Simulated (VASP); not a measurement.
# Al (P6_3/mmc) in VASP: further runs

The runs below take Al through single point, with PBEsol+D3(BJ).

All numbers are computed with VASP 6.6.1; they aren't measurements. Logs are shortened: lines on timing, memory, paths and dates and some standing lists are left out, and cuts for length are marked.

### 1 The cell of the first run

The structure is hexagonal, space group P6_3/mmc (No. 194). The conventional cell has a = 2.819 Å, b = 2.819 Å, c = 9.253 Å, α = 90.00°, β = 90.00°, γ = 120.00°. Within 3.7 Å of Al (site symmetry -3m) lie 12 Al at 2.82 to 2.83 Å. Al (site symmetry -6m2) has 12 Al at 2.82 to 2.83 Å within 3.7 Å.

This isn't the form of Al at room conditions, which is fcc.

### 2 Single point, PBEsol+D3(BJ) (15.92 Å³/atom)

INCAR reads:

```
PREC = Accurate
ENCUT = 520
EDIFF = 1E-6
ISMEAR = 0
SIGMA = 0.15
LREAL = False
LASPH = True
NELM = 80
ALGO = Normal
ISIF = 2
LWAVE = False
LCHARG = False
GGA = PS
IVDW = 12
NBANDS = 14
```

KPOINTS reads:

```
Automatic mesh
0
Gamma
  18 18 6
```

POSCAR reads:

```
Al
1.0
    2.8193555234      0.0000000000      0.0000000000
   -1.4096777617      2.4416335055      0.0000000000
    0.0000000000      0.0000000000      9.2529846140
Al
4
Direct
    0.0000000000      0.0000000000      0.0000000000
    0.3333333333      0.6666666667      0.2500000000
    0.0000000000      0.0000000000      0.5000000000
    0.6666666667      0.3333333333      0.7500000000
```

Potentials or basis: VASP PAW PBE potentials, release 64 (Al).

Launch:

```
$ cat potpaw_PBE.64/Al/POTCAR > POTCAR
$ mpirun -np 1 vasp_std > vasp.out
```

OUTCAR:

```text
PREC = Accurate
   ENCUT = 520
   EDIFF = 1E-6
   ISMEAR = 0
   LREAL = False
   LASPH = True
   NELM = 80
   ISIF = 2
   GGA = PS
   IVDW = 12
 IVDW          = 12

 ion  position               nearest neighbor table
   1  0.000  0.000  0.000-   2 2.83   4 2.83   2 2.83   4 2.83   4 2.83   2 2.83
   2  0.333  0.667  0.250-   1 2.83   3 2.83   1 2.83   3 2.83   1 2.83   3 2.83
   3  0.000  0.000  0.500-   2 2.83   4 2.83   2 2.83   4 2.83   4 2.83   2 2.83
   4  0.667  0.333  0.750-   1 2.83   3 2.83   1 2.83   3 2.83   1 2.83   3 2.83

  LATTYP: Found a hexagonal cell.
 ALAT       =     2.8193555234
 C/A-ratio  =     3.2819502674

  Lattice vectors:

 A1 = (   2.8193555234,   0.0000000000,   0.0000000000)
 A2 = (  -1.4096777617,   2.4416335055,   0.0000000000)
 A3 = (   0.0000000000,   0.0000000000,   9.2529846140)

Analysis of symmetry for initial positions (statically):
=====================================================================
 Subroutine PRICEL returns:
 Original cell was already a primitive cell.

 Routine SETGRP: Setting up the symmetry group for a
 hexagonal supercell.

 Subroutine GETGRP returns: Found 24 space group operations
 (whereof 12 operations were pure point group operations)
 out of a pool of 24 trial point group operations.

The static configuration has the point symmetry D_3d.
 The point group associated with its full space group is D_6h.

Analysis of symmetry for dynamics (positions and initial velocities):
=====================================================================
 Subroutine PRICEL returns:
 Original cell was already a primitive cell.

 Routine SETGRP: Setting up the symmetry group for a
 hexagonal supercell.

 Subroutine GETGRP returns: Found 24 space group operations
 (whereof 12 operations were pure point group operations)
 out of a pool of 24 trial point group operations.

The dynamic configuration has the point symmetry D_3d.
 The point group associated with its full space group is D_6h.

 Subroutine INISYM returns: Found 24 space group operations
 (whereof 12 operations are pure point group operations),
 and found     1 'primitive' translations

----------------------------------------------------------------------------------------

                                     Primitive cell

  volume of cell :      63.6960

  direct lattice vectors                    reciprocal lattice vectors
     2.819355523  0.000000000  0.000000000     0.354690989  0.204780938  0.000000000
    -1.409677762  2.441633506  0.000000000     0.000000000  0.409561876  0.000000000
     0.000000000  0.000000000  9.252984614     0.000000000  0.000000000  0.108073237

  length of vectors
     2.819355523  2.819355523  9.252984614     0.409561876  0.409561876  0.108073237

  position of ions in fractional coordinates (direct lattice)
     0.000000000  0.000000000  0.000000000
     0.333333333  0.666666667  0.250000000
     0.000000000  0.000000000  0.500000000
     0.666666667  0.333333333  0.750000000

  ion indices of the primitive-cell ions
   primitive index   ion index
                 1           1
                 2           2
                 3           3
                 4           4

----------------------------------------------------------------------------------------

 KPOINTS: Automatic mesh

Automatic generation of k-mesh.
 Grid dimensions read from file:
 generate k-points for:   18   18    6

 Generating k-lattice:

  Cartesian coordinates                     Fractional coordinates (reciprocal lattice)
     0.019705055  0.011376719  0.000000000     0.055555556  0.000000000  0.000000000
     0.000000000  0.022753438  0.000000000     0.000000000  0.055555556  0.000000000
     0.000000000  0.000000000  0.018012206     0.000000000  0.000000000  0.166666667

  Length of vectors
     0.022753438  0.022753438  0.018012206

  Shift w.r.t. Gamma in fractional coordinates (k-lattice)
     0.000000000  0.000000000  0.000000000

 Subroutine IBZKPT returns following result:
 ===========================================

 Found    148 irreducible k-points:

 Following reciprocal coordinates:
            Coordinates               Weight
  0.000000  0.000000  0.000000      1.000000
  0.055556 -0.000000  0.000000      6.000000
  0.111111 -0.000000  0.000000      6.000000
  0.166667  0.000000  0.000000      6.000000
  0.222222  0.000000  0.000000      6.000000
  0.277778 -0.000000  0.000000      6.000000
[... 16 lines left out ...]
  0.333333  0.111111  0.000000     12.000000
  0.388889  0.111111  0.000000     12.000000
 [... further k-points ...]
   k-points           NKPTS =    148   k-points in BZ     NKDIM =    148   number of bands    NBANDS=     14
   number of dos      NEDOS =    301   number of ions     NIONS =      4
   total plane-waves  NPLWV =  40320
   dimension x,y,z NGX =    24 NGY =   24 NGZ =   70
   dimension x,y,z NGXF=    48 NGYF=   48 NGZF=  140
   ions per type =               4
   NGX,Y,Z   is equivalent  to a cutoff of  14.15, 14.15, 12.58 a.u.
   NGXF,Y,Z  is equivalent  to a cutoff of  28.30, 28.30, 25.15 a.u.
 SYSTEM =  unknown system
   PREC   = accura    normal or accurate (medium, high low for compatibility)
   ISTART =      0    job   : 0-new  1-cont  2-samecut
   ICHARG =      2    charge: 1-file 2-atom 10-const
   ISPIN  =      1    spin polarized calculation?
   LNONCOLLINEAR =      F non collinear calculations
   LSORBIT =      F    spin-orbit coupling
   LASPH  =      T    aspherical Exc in radial PAW
   ENCUT  =  520.0 eV  38.22 Ry    6.18 a.u.   5.24  5.24 17.20*2*pi/ulx,y,z
   NELM   =     80;   NELMIN=  2; NELMDL= -5     # of ELM steps
   EDIFF  = 0.1E-05   stopping-criterion for ELM
   LREAL  =      F    real-space projection
   EDIFFG = 0.1E-04   stopping-criterion for IOM
   NSW    =      0    number of steps for IOM
   IBRION =     -1    ionic relax: 0-MD 1-quasi-New 2-CG
   NFREE  =      0    steps in history (QN), initial steepest desc. (CG)
   ISIF   =      2    stress and relaxation
   ISYM   =      2    0-nonsym 1-usesym 2-fastsym
   POTIM  = 0.5000    time-step for ionic-motion
   TEBEG  =    0.0;   TEEND  =   0.0 temperature during run
   PSTRESS=    0.0 pullay stress
   NELECT =      12.0000    total number of electrons
   NUPDOWN=      -1.0000    fix difference up-down
   EMIN   =  10.00;   EMAX   =-10.00  energy-range for DOS
   EFERMI =   0.00;   METHOD = LEGACY
   ISMEAR =     0;   SIGMA  =   0.15  broadening in eV -4-tet -1-fermi 0-gaus
   EFERMI_NEDOS =   21; number of points for ismear=-14 and -15
   IALGO  =     38    algorithm
   IMIX   =      4    mixing-type and parameters
     AMIX     =   0.40;   BMIX     =  1.00
     AMIX_MAG =   1.60;   BMIX_MAG =  1.00
  volume/ion in A,a.u.               =      15.92       107.46
  Fermi-wavevector in a.u.,A,eV,Ry     =   0.938493  1.773495 11.983600  0.880770
  Thomas-Fermi vector in A             =   2.065711
   LORBIT       =      0    0 simple, 1 ext, 2 COOP (PROOUT), +10 PAW based schemes
   GGA     = PS    functional components
   LHFCALC =     F    Hartree Fock is set to
   AEXX    =    0.0000 exact exchange contribution
   IVDW    =    12    specifies the selected vdW correction
   LEPSILON=     F    determine dielectric tensor
   LRPA    =     F    only Hartree local field effects (RPA)
 non-spin polarized calculation
 Gauss-broadening in eV      SIGMA  =   0.15
  energy-cutoff  :      520.00
  volume of cell :       63.70
 maximum number of plane-waves:      1734
 NGX is ok and might be reduce to    24
   NGX = 11   NGY = 11   NGZ = 35

 number of electron      12.0000000 magnetization

 Free energy of the ion-electron system (eV)
  ---------------------------------------------------
  ext. energy  EPLUGINS =         0.00000000
  ---------------------------------------------------
  free energy    TOTEN  =       -16.31952650 eV

  energy without entropy =      -16.30215662  energy(sigma->0) =      -16.31084156

 E-fermi :   8.3121     XC(G=0): -10.3877

 val. band max:        8.2725105441   @ k =   0.3889   0.0556   0.0000
 cond. band min:       8.3225083896   @ k =   0.3889   0.1667   0.1667
 fundamental gap:      0.0499978455
 Fermi energy:         8.3120761098

 k-point     1 :       0.0000    0.0000    0.0000
  band No.  band energies     occupation
      1      -3.0540      2.00000
      2      -1.3393      2.00000
      3      -1.3334      2.00000
      4       3.5621      2.00000
      5       3.8380      2.00000
      6      11.7344      0.00000
      7      11.7458      0.00000
      8      19.3271      0.00000
      9      19.3271      0.00000
     10      19.4705      0.00000
     11      19.4705      0.00000
     12      20.4171      0.00000
     13      20.4200      0.00000
     14      20.5723      0.00000

 k-point     2 :       0.0556   -0.0000    0.0000
  band No.  band energies     occupation
      1      -2.9774      2.00000
      2      -1.2637      2.00000
      3      -1.2578      2.00000
      4       3.6329      2.00000
      5       3.9126      2.00000
      6      11.7953      0.00000
      7      11.8093      0.00000
      8      17.6676      0.00000
      9      18.2903      0.00000
     10      19.0177      0.00000
     11      19.0980      0.00000
     12      19.5995      0.00000
     13      19.6873      0.00000
     14      19.7142      0.00000
[... 343 lines left out ...]
      1       0.8707      2.00000
      2       2.5326      2.00000
      3       2.5332      2.00000
      4       6.0013      2.00000
      5       7.1248      2.00000
      6       7.4634      2.00000
      7       7.9266      1.99972
      8       8.2171      1.62929
      9      11.1934      0.00000
     10      12.2859      0.00000
     11      12.7366      0.00000
     12      12.9654      0.00000
     13      13.4496      0.00000
     14      15.6033      0.00000

 k-point    24 :       0.3889    0.1111    0.0000
  band No.  band energies     occupation
      1       1.9803      2.00000
      2       3.6075      2.00000
      3       3.6152      2.00000
      4       4.5902      2.00000
      5       6.2678      2.00000
      6       6.2898      2.00000
      7       8.3575      0.66829
      8       8.8172      0.00000
      9      10.6871      0.00000
     10      10.8977      0.00000
     11      11.9596      0.00000
     12      12.7256      0.00000
     13      13.0069      0.00000
     14      16.4432      0.00000

 [... further k-points ...]

------------------------ aborting loop because EDIFF is reached ----------------------------------------

 Edisp (eV)   -1.31662

 E8    (eV) :    -0.8867

  FORCE on cell =-STRESS in cart. coord.  units (eV):
  Direction    XX          YY          ZZ          XY          YZ          ZX
  --------------------------------------------------------------------------------------
  -------------------------------------------------------------------------------------
  Total      -0.66029    -0.66029    -0.62827     0.00000    -0.00000     0.00000
  in kB     -16.60863   -16.60863   -15.80315     0.00000    -0.00000     0.00000
  external pressure =      -16.34 kB  Pullay stress =        0.00 kB

 VOLUME and BASIS-vectors are now :
 -----------------------------------------------------------------------------
  energy-cutoff  :      520.00
  volume of cell :       63.70
      direct lattice vectors                 reciprocal lattice vectors
     2.819355523  0.000000000  0.000000000     0.354690989  0.204780938  0.000000000
    -1.409677762  2.441633506  0.000000000     0.000000000  0.409561876  0.000000000
     0.000000000  0.000000000  9.252984614     0.000000000  0.000000000  0.108073237

 POSITION                                       TOTAL-FORCE (eV/Angst)
 -----------------------------------------------------------------------------------
      0.00000      0.00000      0.00000        -0.000000     -0.000000      0.000000
     -0.00000      1.62776      2.31325         0.000000      0.000000     -0.000000
      0.00000      0.00000      4.62649        -0.000000     -0.000000      0.000000
      1.40968      0.81388      6.93974        -0.000000     -0.000000     -0.000000
 -----------------------------------------------------------------------------------
    total drift:                               -0.000000      0.000000      0.000000

  FREE ENERGIE OF THE ION-ELECTRON SYSTEM (eV)
  ---------------------------------------------------
  free  energy   TOTEN  =       -17.6361419280 eV

  energy  without entropy=      -17.6187720467  energy(sigma->0) =      -17.62745699
```

Run time: 2.4 min. Hardware: 1 thread of Intel Xeon 8259CL, shared host; peak memory 0.25 GiB.

What came out:

```
Free energy                : -17.6361 eV
Pressure                   : -1.6 GPa
Band gap on the k mesh     : zero (bands 6 and 7 overlap by 5.50 eV)
Dispersion energy per atom : -0.329 eV
```

Caveat: the PAW data sets were made with another functional, which shifts forces and pressure a little.

### 3 Single point, PBEsol+D3(BJ) (15.92 Å³/atom)

INCAR reads:

```
ALGO = Normal ; EDIFF = 1E-6
ENCUT = 520 ; GGA = PS
ISIF = 2 ; ISMEAR = 0
IVDW = 12 ; LASPH = T
LCHARG = F ; LREAL = F
LWAVE = F ; NBANDS = 14
NELM = 60 ; PREC = Accurate
SIGMA = 0.15
```

KPOINTS reads:

```
k-points
0
Gamma
  18 18 6
```

POSCAR reads:

```
Al
1.0
    2.7819292451      0.0000000000      0.0000000000
   -1.3909646225      2.4092213978      0.0000000000
    0.0000000000      0.0000000000      9.5036266873
Al
4
Direct
    0.0000000000      0.0000000000      0.0000000000
    0.3333333333      0.6666666667      0.2500000000
    0.0000000000      0.0000000000      0.5000000000
    0.6666666667      0.3333333333      0.7500000000
```

Potentials or basis: VASP PAW PBE potentials, release 64 (Al).

Launch:

```
$ cat potpaw_PBE.64/Al/POTCAR > POTCAR
$ mpirun -np 1 vasp_std > vasp.out
```

It took 2.4 min on 1 thread of Intel Xeon 8259CL, shared host; peak memory 0.25 GiB.

Results (log left out):

* Free energy: -17.6139 eV
* Pressure: -1.4 GPa
* Band gap on the k mesh: zero (bands 6 and 7 overlap by 4.82 eV)
* Dispersion energy per atom: -0.329 eV

Stress tensor (GPa, compression positive):
```
-0.24  0.00  0.00
 0.00 -0.24  0.00
 0.00  0.00 -3.73
```

Levels at points of the mesh, in eV from the Fermi level:
```tsv
k point	band 2	band 3	band 4	band 5	band 6	band 7	band 8	band 9	band 10	band 11
(0.00, 0.00, 0.00)	-9.74	-9.73	-4.96	-4.95	2.69	2.69	11.66	11.66	11.71	11.73
(0.50, 0.00, 0.00)	-5.13	-3.92	-3.90	-3.23	-3.21	0.81	1.01	1.22	1.40	6.33
(0.00, 0.00, 0.50)	-10.96	-7.73	-7.73	-1.47	-1.47	7.42	7.42	11.96	11.96	11.96
(0.50, 0.00, 0.50)	-4.81	-4.73	-4.73	-1.90	-1.90	-1.24	-1.24	4.26	4.26	4.50
```

Caveat: the PAW data sets were made with another functional, which shifts forces and pressure a little.

### 4 Single point, PBEsol+D3(BJ) (16.55 Å³/atom)

This run uses another cell than the first one, of 16.55 Å³/atom.

INCAR reads:

```
PREC = Accurate ; ENCUT = 520
EDIFF = 1E-6 ; ISMEAR = 0
SIGMA = 0.15 ; LREAL = False
LASPH = True ; NELM = 80
ALGO = Normal ; ISIF = 2
LWAVE = False ; LCHARG = False
GGA = PS ; IVDW = 12
NBANDS = 14
```

KPOINTS reads:

```
regular mesh
0
Gamma
  18 18 6
```

POSCAR reads:

```
Al
1.0
    2.9330564415      0.0000000000      0.0000000000
   -1.4665282207      2.5401013891      0.0000000000
    0.0000000000      0.0000000000      8.8845212669
Al
4
Direct
    0.0000000000      0.0000000000      0.0000000000
    0.3333333333      0.6666666667      0.2500000000
    0.0000000000      0.0000000000      0.5000000000
    0.6666666667      0.3333333333      0.7500000000
```

Launch:

```
$ cat potpaw_PBE.64/Al/POTCAR > POTCAR
$ mpirun -np 1 vasp_std > vasp.out
```

It took 3 min on 1 thread of AMD EPYC 7R13, shared host; peak memory 0.23 GiB.

The run converged. Its results:

```
Free energy                : -17.5259 eV
Pressure                   : -3.9 GPa
Band gap on the k mesh     : zero (bands 6 and 7 overlap by 6.72 eV)
Dispersion energy per atom : -0.316 eV
```

Stress tensor (GPa, compression positive):
```
-5.59  0.00  0.00
 0.00 -5.59  0.00
 0.00  0.00 -0.58
```

Levels at points of the mesh, in eV from the Fermi level:
```csv
k point,band 4,band 5,band 6,band 7,band 8,band 9
"(0.00, 0.00, 0.00)",-4.15,-3.44,4.86,4.89,9.44,9.44
"(0.50, 0.00, 0.00)",-3.90,-3.53,-3.35,0.93,1.42,1.97
"(0.00, 0.00, 0.50)",-6.97,0.19,0.19,9.77,9.77,9.77
"(0.50, 0.00, 0.50)",-4.96,-1.79,-1.79,-1.11,-1.11,5.08
```

Caveat: the stress differs along the axes, from -6 to -1 GPa; the PAW data sets were made with another functional, which shifts forces and pressure a little.

### 5 Single point, PBEsol+D3(BJ) (16.55 Å³/atom)

This run uses another cell than the first one, of 16.55 Å³/atom.

INCAR reads:

```
PREC = Accurate ; ENCUT = 520
EDIFF = 1E-7 ; ISMEAR = 0
SIGMA = 0.15 ; LREAL = F
LASPH = T ; NELM = 60
ALGO = Normal ; ISIF = 2
LWAVE = F ; LCHARG = T
GGA = PS ; IVDW = 12
LELF = T ; LVHAR = T
NBANDS = 14
```

KPOINTS reads:

```
Automatic mesh
0
Gamma
  18 18 6
```

POSCAR reads:

```
Al
1.0
    2.8748615688      0.0000000000      0.0000000000
   -1.4374307844      2.4897031510      0.0000000000
    0.0000000000      0.0000000000      9.2478546946
Al
4
Direct
    0.0000000000      0.0000000000      0.0000000000
    0.3333333333      0.6666666667      0.2500000000
    0.0000000000      0.0000000000      0.5000000000
    0.6666666667      0.3333333333      0.7500000000
```

Launch:

```
$ cat potpaw_PBE.64/Al/POTCAR > POTCAR
$ mpirun -np 1 vasp_std > vasp.out
```

It took 3.7 min on 1 thread of AMD EPYC 7R13, shared host; peak memory 0.23 GiB.

It converged, with:

- Free energy: -17.5815 eV
- Pressure: -4.6 GPa
- Band gap on the k mesh: zero (bands 6 and 7 overlap by 5.66 eV)
- Dispersion energy per atom: -0.317 eV

Stress tensor (GPa, compression positive):
```
-5.19  0.00  0.00
 0.00 -5.19  0.00
 0.00  0.00 -3.29
```

Levels at points of the mesh, in eV from the Fermi level:
| k point | band 3 | band 4 | band 5 | band 6 | band 7 | band 8 | band 9 | band 10 |
| --- | --- | --- | --- | --- | --- | --- | --- | --- |
| (0.00, 0.00, 0.00) | -9.38 | -4.50 | -4.18 | 3.71 | 3.73 | 10.39 | 10.39 | 10.61 |
| (0.50, 0.00, 0.00) | -3.93 | -3.84 | -3.37 | -3.25 | 0.85 | 1.31 | 1.44 | 1.73 |
| (0.00, 0.00, 0.50) | -7.27 | -7.27 | -0.66 | -0.66 | 8.63 | 8.63 | 10.71 | 10.71 |
| (0.50, 0.00, 0.50) | -4.80 | -4.80 | -1.83 | -1.83 | -1.18 | -1.18 | 4.70 | 4.70 |

Caveat: the cell stands under tension; the PAW data sets were made with another functional, which shifts forces and pressure a little.

### 6 The runs side by side

```csv
cell,gap on the mesh (eV),pressure (GPa)
"a = 2.819, b = 2.819, c = 9.253 Å, angles 90.0, 90.0, 120.0°, 4 atoms",none,-1.6
"a = 2.782, b = 2.782, c = 9.504 Å, angles 90.0, 90.0, 120.0°, 4 atoms",none,-1.4
"a = 2.933, b = 2.933, c = 8.885 Å, angles 90.0, 90.0, 120.0°, 4 atoms",none,-3.9
"a = 2.875, b = 2.875, c = 9.248 Å, angles 90.0, 90.0, 120.0°, 4 atoms",none,-4.6
```

Alike in all rows: task single point; level PBEsol+D3(BJ); potentials or basis VASP PAW PBE potentials, release 64 (Al); no spin polarisation; k mesh 18 × 18 × 6; cutoff (eV) 520; smearing gaussian 0.15 eV.

Caveats: the PAW data sets were made with another functional, which shifts forces and pressure a little; the stress differs along the axes, from -6 to -1 GPa (at least some runs); the cell stands under tension (at least some runs).

Total energies depend on the potentials used, so only differences within one code and one set of settings carry meaning.

The gap in the log of VASP goes by the Fermi energy; the results here count the filled bands.